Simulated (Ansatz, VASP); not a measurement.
## Two plane-wave programs on SrMg

File INCAR:

```
ALGO = Fast
EDIFF = 1E-6
ENCUT = 520
ISIF = 2
ISMEAR = 0
LASPH = True
LCHARG = False
LREAL = False
LWAVE = False
NBANDS = 13
NELM = 80
PREC = Accurate
SIGMA = 0.15
```

KPOINTS

```
k-points
0
Gamma
  12 12 12
```

The input POSCAR:

```
SrMg
1.0
    3.8415000000      0.0000000000      0.0000000000
    0.0000000000      3.8415000000      0.0000000000
    0.0000000000      0.0000000000      3.8415000000
Sr Mg
1 1
Direct
    0.5000000000      0.5000000000      0.5000000000
    0.0000000000      0.0000000000      0.0000000000
```

Input for Ansatz:

```yaml
crystal:
  lattice:
    - [3.8415, 0.0, 0.0]
    - [0.0, 3.8415, 0.0]
    - [0.0, 0.0, 3.8415]
  atoms:
    - { symbol: Sr, position: [0.5, 0.5, 0.5] }
    - { symbol: Mg, position: [0.0, 0.0, 0.0] }
basis:
  ecutwfc: 420
kpoints:
  mp_grid: { grid: [12, 12, 12] }
hamiltonian:
  xc: lda
scf:
  occupations: { method: gaussian, width: 0.15 }
output:
  forces: true
  stress: true
  eigenvalues: true
```

Change from the starting cell: strain -0.015 along x and y, -0.015 along z, atoms carried along.

Alike in both runs: task single point; functional LDA; k mesh 12 × 12 × 12; occupations gaussian, width 0.15 eV; no spin polarisation.

|  | VASP | Ansatz |
| --- | --- | --- |
| version | VASP 6.6.1 | Ansatz 0.2.0 |
| potentials or method | VASP PAW LDA potentials, release 64 (Sr_sv, Mg), cutoff 520 eV | scalar-relativistic, plane waves, PAW |
| valence electrons in the cell | 12 | 20 |

```tsv
	VASP	Ansatz	Ansatz less VASP
gap on the k mesh at the Fermi level (eV)	none	none	-
pressure (GPa)	5.0	5.1	+0.13
```

LDA's correlation is that of Perdew and Zunger in VASP and of Perdew and Wang (1992) in Ansatz. A gap of «none» marks a metal or a gap that the smearing closes. VASP's potentials hold 12 valence electrons a cell and Ansatz's 20, so a difference there can come from the potentials and not from the codes.
